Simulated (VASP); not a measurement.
Wanted: the native input for a VASP 6.6.1 run.

| Property | Result |
| --- | --- |
| Task | single point |
| Functional | PBE |
| Potentials or basis | VASP PAW PBE potentials, release 64 (Ga_d, Te, O) |
| Cutoff | 520 eV |
| k mesh | 4 × 4 × 2 |
| Occupations | gaussian, width 0.1 eV |
| Spin | no spin polarisation |
| Dipole correction | no |
| Further INCAR settings | ALGO = Normal; EDIFF = 1e-07; NBANDS = 30 |

The structure of GaTe3O2 lies in POSCAR:

```
GaTe3O2
1.0
    4.2973356279      0.0000000000      0.0000000000
    0.0000000000      4.2973356279      0.0000000000
    0.0000000000      0.0000000000      7.9813281952
Ga Te O
1 3 2
Direct
    0.0000000000      0.0000000000      0.0000000000
    0.0000000000      0.5000000000      0.5067981834
    0.5000000000      0.0000000000      0.4932018166
    0.5000000000      0.5000000000      0.0000000000
    0.0000000000      0.5000000000      0.7442870519
    0.5000000000      0.0000000000      0.2557129481
```

The cell was generated, and may not be a known phase.

One way to write it, as run:

INCAR

```
PREC = Accurate
ENCUT = 520
EDIFF = 1E-7
ISMEAR = 0
SIGMA = 0.1
LREAL = False
LASPH = True
NELM = 80
ALGO = Normal
ISIF = 2
LWAVE = False
LCHARG = False
GGA = PE
NBANDS = 30
```

KPOINTS

```
Automatic mesh
0
Gamma
  4 4 2
```

Potentials or basis: VASP PAW PBE potentials, release 64 (Ga_d, Te, O).

Launch:

```bash
$ cat potpaw_PBE.64/Ga_d/POTCAR potpaw_PBE.64/Te/POTCAR potpaw_PBE.64/O/POTCAR > POTCAR
$ mpirun -np 1 vasp_std > vasp.out
```

Results of the run:

```
Pressure               : 0.1 GPa
Largest force          : 0.100 eV/Å
Band gap on the k mesh : zero (an odd number of electrons rules out a gap without spin polarisation)
```

Caveat: the k points lie up to 0.39 Å⁻¹ apart, too coarse for converged energies and pressures of a metal; spin-orbit coupling is left out, which moves the levels of the heavy elements; an odd number of electrons without spin polarisation forces a metal; a magnetic or distorted state may lie lower.

Wall time 59 s on 1 thread of Intel(R) Xeon(R) Platinum 8488C (Sapphire Rapids), with other jobs on the host, peak memory 0.26 GiB.
